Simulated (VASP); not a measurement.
YZr2, 3 atoms in the cell. It takes space group R-3m (No. 166, trigonal). Conventional cell: a = 5.362 Å, b = 5.362 Å, c = 9.001 Å, α = 90.00°, β = 90.00°, γ = 120.00°. Within 4.0 Å of Y (site symmetry -3m) lie 8 Zr at 3.04 to 3.10 Å. Zr (site symmetry 3m) has 4 Zr at 2.91 to 3.10 Å and 4 Y at 3.04 to 3.10 Å within 3.8 Å. 

| Quantity | Value |
| --- | --- |
| Program | VASP 6.6.1 |
| Task | single point |
| Functional | PBE |
| Dispersion | D3(BJ) |
| Potentials or basis | VASP PAW PBE potentials, release 64 (Y_sv, Zr_sv) |
| Cutoff | 520 eV |
| k mesh | 6 × 6 × 6 |
| Occupations | gaussian, width 0.1 eV |
| Spin | collinear spin |
| Starting moments | [0.0, 1.0, 1.0] μB |
| Dipole correction | no |
| Further INCAR settings | ALGO = Normal; EDIFF = 1e-06; NBANDS = 28 |

Potentials or basis: VASP PAW PBE potentials, release 64 (Y_sv, Zr_sv).

Command:

```bash
$ cat potpaw_PBE.64/Y_sv/POTCAR potpaw_PBE.64/Zr_sv/POTCAR > POTCAR
$ mpirun -np 1 vasp_std > vasp.out
```

Hardware: 1 thread of Intel(R) Xeon(R) 6975P-C (Granite Rapids), with other jobs on the host.

Question: How long does it take, and how much memory?

Answer: It took 65 s on 1 thread of Intel(R) Xeon(R) 6975P-C (Granite Rapids), on a shared host, peak memory 0.29 GiB. Counts: scf iterations 15, k points 32.
